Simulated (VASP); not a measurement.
Wanted: the native input for a VASP 6.6.1 run.

```
Task                   : single point
Functional             : r2SCAN
Potentials or basis    : VASP PAW PBE potentials, release 64 (Al)
Cutoff                 : 520 eV
k mesh                 : 11 × 11 × 3
Occupations            : fermi-dirac, width 0.05 eV
Spin                   : no spin polarisation
Dipole correction      : no
Further INCAR settings : ALGO = Normal; EDIFF = 1e-06; NBANDS = 14
```

Al:

```
Al
1.0
     2.78887    0.00000    0.00000
    -1.39443    2.41523    0.00000
     0.00000    0.00000    9.06184
Al
4
Direct
  0.66667 0.33333 0.75000
  0.00000 0.00000 0.50000
  0.33333 0.66667 0.25000
  0.00000 0.00000 0.00000
```

The input as run:

POSCAR

```
Al
1.0
    2.7888685969      0.0000000000      0.0000000000
   -1.3944342984      2.4152310527      0.0000000000
    0.0000000000      0.0000000000      9.0618428096
Al
4
Direct
    0.6666666667      0.3333333333      0.7500000000
    0.0000000000      0.0000000000      0.5000000000
    0.3333333333      0.6666666667      0.2500000000
    0.0000000000      0.0000000000      0.0000000000
```

INCAR.step1

```
SYSTEM = Al
PREC = Accurate
ENCUT = 520
ISMEAR = -1
SIGMA = 0.05
LREAL = .False.
LASPH = .True.
NELM = 80
NBANDS = 14
GGA = PE
ALGO = Normal
EDIFF = 1E-4
LWAVE = .True.
LCHARG = .False.
```

INCAR.step2

```
SYSTEM = Al
PREC = Accurate
ENCUT = 520
EDIFF = 1E-6
ISMEAR = -1
SIGMA = 0.05
LREAL = .False.
LASPH = .True.
NELM = 80
ALGO = Normal
ISIF = 2
LWAVE = .False.
LCHARG = .False.
METAGGA = R2SCAN
LMIXTAU = .True.
NBANDS = 14
ISTART = 1
```

KPOINTS

```
Automatic mesh
0
Gamma
  11 11 3
  0 0 0
```

Potentials or basis: VASP PAW PBE potentials, release 64 (Al).

Run with:

```console
$ cat potpaw_PBE.64/Al/POTCAR > POTCAR
$ cp INCAR.step1 INCAR
$ mpirun -np 1 vasp_std > vasp.out
$ cp INCAR.step2 INCAR
$ mpirun -np 1 vasp_std > vasp.out
```

It gave:

```json
{
  "Pressure": "4.2 GPa",
  "Band gap on the k mesh": "zero (band 6 reaches 13.19 eV, above the bottom of band 7 at 6.87 eV)"
}
```

Caveat: the PAW data sets were made with another functional, which shifts forces and pressure a little.

It took 90 s on 1 thread of Intel Xeon 6975P-C, on a shared host, peak memory 0.19 GiB.
